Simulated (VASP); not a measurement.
# KBr in VASP: further runs

The runs below take KBr through single point, with HSE06.

All numbers are computed with VASP 6.6.1; they aren't measurements. Logs are shortened: lines on timing, memory, paths and dates and some standing lists are left out, and cuts for length are marked.

**1. The cell of the first run**

It takes space group Fm-3m (No. 225, cubic). The conventional cell has a = 6.802 Å, b = 6.802 Å, c = 6.802 Å, α = 90.00°, β = 90.00°, γ = 90.00°. K (site symmetry m-3m) has 6 Br at 3.40 Å within 4.5 Å. Br (site symmetry m-3m) has 6 K at 3.40 Å within 4.5 Å.

**2. Single point, HSE06 (strain +3.0%)**

Contents of POSCAR:

```
KBr
1.0
    0.0000000000      3.4008513556      3.4008513556
    3.4008513556      0.0000000000      3.4008513556
    3.4008513556      3.4008513556      0.0000000000
K Br
1 1
Direct
    0.0000000000      0.0000000000      0.0000000000
    0.5000000000      0.5000000000      0.5000000000
```

Contents of INCAR.step1:

```
ALGO = Normal
EDIFF = 1E-5
ENCUT = 520
GGA = PE
ISIF = 2
ISMEAR = 0
LASPH = True
LCHARG = False
LREAL = False
LWAVE = True
NBANDS = 15
NELM = 60
PREC = Accurate
SIGMA = 0.01
```

Contents of INCAR.step2:

```
ALGO = Normal
EDIFF = 1E-7
ENCUT = 520
GGA = PE
HFSCREEN = 0.2079
ISIF = 2
ISMEAR = 0
ISTART = 1
LASPH = True
LCHARG = False
LHFCALC = True
LREAL = False
LWAVE = False
NBANDS = 15
NELM = 60
PREC = Accurate
PRECFOCK = Normal
SIGMA = 0.01
```

Contents of KPOINTS:

```
k-points
0
Gamma
  4 4 4
```

Potentials or basis: VASP PAW PBE potentials, release 64 (K_sv, Br).

On the command line:

```sh
$ cat potpaw_PBE.64/K_sv/POTCAR potpaw_PBE.64/Br/POTCAR > POTCAR
$ cp INCAR.step1 INCAR
$ mpirun -np 1 vasp_std > vasp.out
$ cp INCAR.step2 INCAR
$ mpirun -np 1 vasp_std > vasp.out
```

OUTCAR:

```text
EDIFF = 1E-7
   ENCUT = 520
   GGA = PE
   HFSCREEN = 0.2079
   ISIF = 2
   ISMEAR = 0
   ISTART = 1
   LASPH = True
   LHFCALC = True
   LREAL = False
   NELM = 60
   PREC = Accurate
   PRECFOCK = Normal

 ion  position               nearest neighbor table
   1  0.000  0.000  0.000-
   2  0.500  0.500  0.500-

  LATTYP: Found a face centered cubic cell.
 ALAT       =     6.8017027112

  Lattice vectors:

 A1 = (   0.0000000000,   3.4008513556,   3.4008513556)
 A2 = (   3.4008513556,   0.0000000000,   3.4008513556)
 A3 = (   3.4008513556,   3.4008513556,   0.0000000000)

Analysis of symmetry for initial positions (statically):
=====================================================================
 Subroutine PRICEL returns:
 Original cell was already a primitive cell.

 Routine SETGRP: Setting up the symmetry group for a
 face centered cubic supercell.

 Subroutine GETGRP returns: Found 48 space group operations
 (whereof 48 operations were pure point group operations)
 out of a pool of 48 trial point group operations.

The static configuration has the point symmetry O_h .

Analysis of symmetry for dynamics (positions and initial velocities):
=====================================================================
 Subroutine PRICEL returns:
 Original cell was already a primitive cell.

 Routine SETGRP: Setting up the symmetry group for a
 face centered cubic supercell.

 Subroutine GETGRP returns: Found 48 space group operations
 (whereof 48 operations were pure point group operations)
 out of a pool of 48 trial point group operations.

The dynamic configuration has the point symmetry O_h .

 Subroutine INISYM returns: Found 48 space group operations
 (whereof 48 operations are pure point group operations),
 and found     1 'primitive' translations

----------------------------------------------------------------------------------------

                                     Primitive cell

  volume of cell :      78.6671

  direct lattice vectors                    reciprocal lattice vectors
     0.000000000  3.400851356  3.400851356    -0.147022009  0.147022009  0.147022009
     3.400851356  0.000000000  3.400851356     0.147022009 -0.147022009  0.147022009
     3.400851356  3.400851356  0.000000000     0.147022009  0.147022009 -0.147022009

  length of vectors
     4.809530111  4.809530111  4.809530111     0.254649590  0.254649590  0.254649590

  position of ions in fractional coordinates (direct lattice)
     0.000000000  0.000000000  0.000000000
     0.500000000  0.500000000  0.500000000

  ion indices of the primitive-cell ions
   primitive index   ion index
                 1           1
                 2           2

----------------------------------------------------------------------------------------

 KPOINTS: k-points

Automatic generation of k-mesh.
 Grid dimensions read from file:
 generate k-points for:    4    4    4

 Generating k-lattice:

  Cartesian coordinates                     Fractional coordinates (reciprocal lattice)
    -0.036755502  0.036755502  0.036755502     0.250000000  0.000000000  0.000000000
     0.036755502 -0.036755502  0.036755502     0.000000000  0.250000000  0.000000000
     0.036755502  0.036755502 -0.036755502     0.000000000  0.000000000  0.250000000

  Length of vectors
     0.063662398  0.063662398  0.063662398

  Shift w.r.t. Gamma in fractional coordinates (k-lattice)
     0.000000000  0.000000000  0.000000000

 Subroutine IBZKPT returns following result:
 ===========================================

 Found      8 irreducible k-points:

 Following reciprocal coordinates:
            Coordinates               Weight
  0.000000  0.000000  0.000000      1.000000
  0.250000  0.000000  0.000000      8.000000
  0.500000  0.000000  0.000000      4.000000
  0.250000  0.250000  0.000000      6.000000
  0.500000  0.250000  0.000000     24.000000
 -0.250000  0.250000  0.000000     12.000000
  0.500000  0.500000  0.000000      3.000000
 -0.250000  0.500000  0.250000      6.000000
   k-points           NKPTS =      8   k-points in BZ     NKDIM =     64   number of bands    NBANDS=     15
   number of dos      NEDOS =    301   number of ions     NIONS =      2
   total plane-waves  NPLWV =  46656
   dimension x,y,z NGX =    36 NGY =   36 NGZ =   36
   dimension x,y,z NGXF=    72 NGYF=   72 NGZF=   72
   ions per type =               1   1
   NGX,Y,Z   is equivalent  to a cutoff of  12.44, 12.44, 12.44 a.u.
   NGXF,Y,Z  is equivalent  to a cutoff of  24.89, 24.89, 24.89 a.u.
 SYSTEM =  unknown system
   PREC   = accura    normal or accurate (medium, high low for compatibility)
   ISTART =      1    job   : 0-new  1-cont  2-samecut
   ICHARG =      0    charge: 1-file 2-atom 10-const
   ISPIN  =      1    spin polarized calculation?
   LNONCOLLINEAR =      F non collinear calculations
   LSORBIT =      F    spin-orbit coupling
   LASPH  =      T    aspherical Exc in radial PAW
   ENCUT  =  520.0 eV  38.22 Ry    6.18 a.u.   8.94  8.94  8.94*2*pi/ulx,y,z
   NELM   =     60;   NELMIN=  2; NELMDL=  0     # of ELM steps
   EDIFF  = 0.1E-06   stopping-criterion for ELM
   LREAL  =      F    real-space projection
   EDIFFG = 0.1E-05   stopping-criterion for IOM
   NSW    =      0    number of steps for IOM
   IBRION =     -1    ionic relax: 0-MD 1-quasi-New 2-CG
   NFREE  =      0    steps in history (QN), initial steepest desc. (CG)
   ISIF   =      2    stress and relaxation
   ISYM   =      3    0-nonsym 1-usesym 2-fastsym
   POTIM  = 0.5000    time-step for ionic-motion
   TEBEG  =    0.0;   TEEND  =   0.0 temperature during run
   PSTRESS=    0.0 pullay stress
   NELECT =      16.0000    total number of electrons
   NUPDOWN=      -1.0000    fix difference up-down
   EMIN   =  10.00;   EMAX   =-10.00  energy-range for DOS
   EFERMI =   0.00;   METHOD = LEGACY
   ISMEAR =     0;   SIGMA  =   0.01  broadening in eV -4-tet -1-fermi 0-gaus
   EFERMI_NEDOS =   21; number of points for ismear=-14 and -15
   IALGO  =     38    algorithm
   IMIX   =      1    mixing-type and parameters
     AMIX     =   0.40;   BMIX     =  1.00
     AMIX_MAG =   1.60;   BMIX_MAG =  1.00
  volume/ion in A,a.u.               =      39.33       265.44
  Fermi-wavevector in a.u.,A,eV,Ry     =   0.962758  1.819349 12.611283  0.926903
  Thomas-Fermi vector in A             =   2.092245
   LORBIT       =      0    0 simple, 1 ext, 2 COOP (PROOUT), +10 PAW based schemes
   GGA     = PE    functional components
   LHFCALC =     T    Hartree Fock is set to
   PRECFOCK=normal    Normal, Fast or Accurate (Low or Medium for compatibility)
   ENCUT4O =  -1.0   cutoff for four orbital integrals eV
   NKREDX  =     1    reduce k-point grid by
   NKREDY  =     1    reduce k-point grid by
   NKREDZ  =     1    reduce k-point grid by
   AEXX    =    0.2500 exact exchange contribution
   HFSCREEN=    0.2079 screening length (either q_TF or 0.3 A-1)
   HFSCREENC=   0.2079 screening length for correlation (either q_TF or 0.3 A-1)
   ENCUTFOCK=  -1.0 apply spherical cutoff to Coloumb kernel
   IVDW    =     0    specifies the selected vdW correction
   LEPSILON=     F    determine dielectric tensor
   LRPA    =     F    only Hartree local field effects (RPA)
 non-spin polarized calculation
 Gauss-broadening in eV      SIGMA  =   0.01
  energy-cutoff  :      520.00
  volume of cell :       78.67
 maximum number of plane-waves:      2148
  NGX = 28; NGY = 28; NGZ = 28

 number of electron      16.0000004 magnetization

 Free energy of the ion-electron system (eV)
  ---------------------------------------------------
  ext. energy  EPLUGINS =         0.00000000
  ---------------------------------------------------
  free energy    TOTEN  =        -7.16223184 eV

  energy without entropy =       -7.16223184  energy(sigma->0) =       -7.16223184

 E-fermi :  -2.8562     XC(G=0):  -5.9002

 val. band max:       -2.9392443685   @ k =   0.0000   0.0000   0.0000
 cond. band min:       2.4102016993   @ k =   0.0000   0.0000   0.0000
 fundamental gap:      5.3494460678
 Fermi energy:        -2.8562092978

 k-point     1 :       0.0000    0.0000    0.0000
  band No.  band energies     occupation
      1     -33.1141      2.00000
      2     -16.1536      2.00000
      3     -15.2309      2.00000
      4     -15.2309      2.00000
      5     -15.2309      2.00000
      6      -2.9392      2.00000
      7      -2.9392      2.00000
      8      -2.9392      2.00000
      9       2.4102      0.00000
     10       5.9783      0.00000
     11       5.9783      0.00000
     12       5.9783      0.00000
     13       6.8769      0.00000
     14       6.8769      0.00000
     15       9.5347      0.00000

 k-point     2 :       0.2500    0.0000    0.0000
  band No.  band energies     occupation
      1     -33.1123      2.00000
      2     -16.2363      2.00000
      3     -15.2324      2.00000
      4     -15.2324      2.00000
      5     -15.1151      2.00000
      6      -3.5241      2.00000
      7      -3.0802      2.00000
      8      -3.0802      2.00000
      9       3.6014      0.00000
     10       5.7176      0.00000
     11       6.6594      0.00000
     12       6.6594      0.00000
     13       7.5611      0.00000
     14       7.5611      0.00000
     15      10.3495      0.00000
[... 77 lines left out ...]
      3     -15.2940      2.00000
      4     -15.2563      2.00000
      5     -15.2563      2.00000
      6      -3.7032      2.00000
      7      -3.2114      2.00000
      8      -3.2114      2.00000
      9       4.1957      0.00000
     10       5.2013      0.00000
     11       7.3145      0.00000
     12       7.8596      0.00000
     13       8.0042      0.00000
     14       9.2776      0.00000
     15       9.2776      0.00000

 k-point     8 :      -0.2500    0.5000    0.2500
  band No.  band energies     occupation
      1     -33.1095      2.00000
      2     -16.1494      2.00000
      3     -15.2750      2.00000
      4     -15.2750      2.00000
      5     -15.1466      2.00000
      6      -3.4838      2.00000
      7      -3.4838      2.00000
      8      -3.4064      2.00000
      9       5.5757      0.00000
     10       5.5757      0.00000
     11       6.2731      0.00000
     12       7.1495      0.00000
     13       8.8489      0.00000
     14       9.3083      0.00000
     15       9.3808      0.00000

------------------------ aborting loop because EDIFF is reached ----------------------------------------

  FORCE on cell =-STRESS in cart. coord.  units (eV):
  Direction    XX          YY          ZZ          XY          YZ          ZX
  --------------------------------------------------------------------------------------
  -------------------------------------------------------------------------------------
  Total       -0.3587957     -0.3587957     -0.3587957     -0.0000000      0.0000000     -0.0000000
  in kB       -7.3074326     -7.3074326     -7.3074326     -0.0000000      0.0000000     -0.0000000
  external PRESSURE =      -7.3074326 kB  Pullay stress =       0.0000000 kB

 VOLUME and BASIS-vectors are now :
 -----------------------------------------------------------------------------
  energy-cutoff  :      520.00
  volume of cell :       78.67
      direct lattice vectors                 reciprocal lattice vectors
     0.000000000  3.400851356  3.400851356    -0.147022009  0.147022009  0.147022009
     3.400851356  0.000000000  3.400851356     0.147022009 -0.147022009  0.147022009
     3.400851356  3.400851356  0.000000000     0.147022009  0.147022009 -0.147022009

 POSITION                                       TOTAL-FORCE (eV/Angst)
 -----------------------------------------------------------------------------------
      0.00000      0.00000      0.00000         0.000000      0.000000      0.000000
      3.40085      3.40085      3.40085        -0.000000     -0.000000     -0.000000
 -----------------------------------------------------------------------------------
    total drift:                               -0.000000     -0.000000     -0.000000

  FREE ENERGIE OF THE ION-ELECTRON SYSTEM (eV)
  ---------------------------------------------------
  free  energy   TOTEN  =        -7.1622318397 eV

  energy  without entropy=       -7.1622318397  energy(sigma->0) =       -7.16223184
```

Run time: 11 min. Hardware: 1 thread of Intel Xeon Platinum 8259CL at 2.50GHz (Skylake/Cascade Lake), shared host; peak memory 0.32 GiB.

What came out:

| Property | Result |
| --- | --- |
| Free energy | -7.1622 eV |
| Pressure | -0.7 GPa |
| Band gap on the k mesh | 5.35 eV |

Caveat: the cell differs from its parent crystal (strain +3.0%); the PAW data sets were made with another functional, which shifts forces and pressure a little.

**3. Single point, HSE06 (epitaxial xy strain -4.3%)**

Contents of POSCAR:

```
KBr
1.0
    0.0000000000      3.1601035756      3.3377858742
    3.1601035756      0.0000000000      3.3377858742
    3.1601035756      3.1601035756      0.0000000000
K Br
1 1
Direct
    0.0000000000      0.0000000000      0.0000000000
    0.5000000000      0.5000000000      0.5000000000
```

Contents of INCAR.step1:

```
SYSTEM = KBr
PREC = Accurate ; ENCUT = 520
EDIFF = 1E-5 ; ISMEAR = 0
SIGMA = 0.01 ; LREAL = .False.
LASPH = .True. ; NELM = 60
ALGO = Normal ; ISIF = 2
LWAVE = .True. ; LCHARG = .False.
GGA = PE ; NBANDS = 15
```

Contents of INCAR.step2:

```
SYSTEM = KBr
PREC = Accurate ; ENCUT = 520
EDIFF = 1E-6 ; ISMEAR = 0
SIGMA = 0.01 ; LREAL = .False.
LASPH = .True. ; NELM = 60
ALGO = Normal ; ISIF = 2
LWAVE = .False. ; LCHARG = .False.
GGA = PE ; LHFCALC = .True.
HFSCREEN = 0.2079 ; PRECFOCK = Normal
ISTART = 1 ; NBANDS = 15
```

Contents of KPOINTS:

```
regular mesh
0
Gamma
  4 4 4
  0 0 0
```

Potentials or basis: VASP PAW PBE potentials, release 64 (K_sv, Br).

On the command line:

```sh
$ cat potpaw_PBE.64/K_sv/POTCAR potpaw_PBE.64/Br/POTCAR > POTCAR
$ cp INCAR.step1 INCAR
$ mpirun -np 1 vasp_std > vasp.out
$ cp INCAR.step2 INCAR
$ mpirun -np 1 vasp_std > vasp.out
```

Wall time 16 min (1 thread of Intel Xeon Platinum 8259CL at 2.50GHz (Skylake/Cascade Lake), shared host); peak memory 0.32 GiB.

Results (log left out):

| Quantity | Value |
| --- | --- |
| Free energy | -7.1112 eV |
| Pressure | 2.2 GPa |
| Band gap on the k mesh | 5.80 eV |

Stress tensor (GPa, compression positive):
```
2.96 0.00 0.00
0.00 2.96 0.00
0.00 0.00 0.55
```

Levels at points of the mesh, in eV from the valence-band top:
| k point | band 6 | band 7 | band 8 | band 9 | band 10 | band 11 |
| --- | --- | --- | --- | --- | --- | --- |
| (0.00, 0.00, 0.00) | -0.04 | 0.00 | 0.00 | 5.80 | 8.73 | 9.10 |
| (0.50, 0.00, 0.00) | -1.42 | -0.44 | -0.43 | 7.90 | 9.87 | 11.41 |
| (0.50, 0.50, 0.00) | -1.03 | -0.29 | -0.29 | 7.02 | 8.77 | 11.01 |
| (0.50, 0.00, 0.50) | -0.94 | -0.39 | -0.36 | 6.94 | 8.79 | 11.15 |

Caveat: the k points lie up to 0.42 Å⁻¹ apart; the cell differs from its parent crystal (epitaxial xy strain -4.3%); the PAW data sets were made with another functional, which shifts forces and pressure a little.
